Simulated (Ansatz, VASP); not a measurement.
# EuO: VASP beside Ansatz

```
Eu O
1.0
     0.00000    2.57195    2.57195
     2.57195    0.00000    2.57195
     2.57195    2.57195    0.00000
Eu O
1 1
Direct
  0.50000 0.50000 0.50000
  0.00000 0.00000 0.00000
```

Alike in both runs: task single point; functional PBE; k mesh 6 × 6 × 6; occupations gaussian, width 0.05 eV; collinear spin; Hubbard terms Eu f U = 6.0 eV.

|  | VASP | Ansatz |
| --- | --- | --- |
| version | VASP 6.6.1 | Ansatz 0.2.0 |
| potentials or method | VASP PAW PBE potentials, release 64 (Eu, O), cutoff 600 eV | scalar-relativistic, plane waves, PAW |
| valence electrons in the cell | 23 | 23 |

Ansatz gave:

| Item | Value |
| --- | --- |
| pressure (GPa) | 1.8 |
| net moment per atom (μB) | 3.50 |
| size of the moment on the site where the two differ most (μB) | 6.75 |

Problem. Which values does VASP return?

Solution. Pressure (GPa): 1.1; net moment per atom (μB): 3.50; size of the moment on the site where the two differ most (μB): 6.72.

Site moments also hang on the region over which each program counts them. The programs project onto different local orbitals, so the same U acts differently, and such runs can settle in different states.

Neither program's run includes spin-orbit coupling.
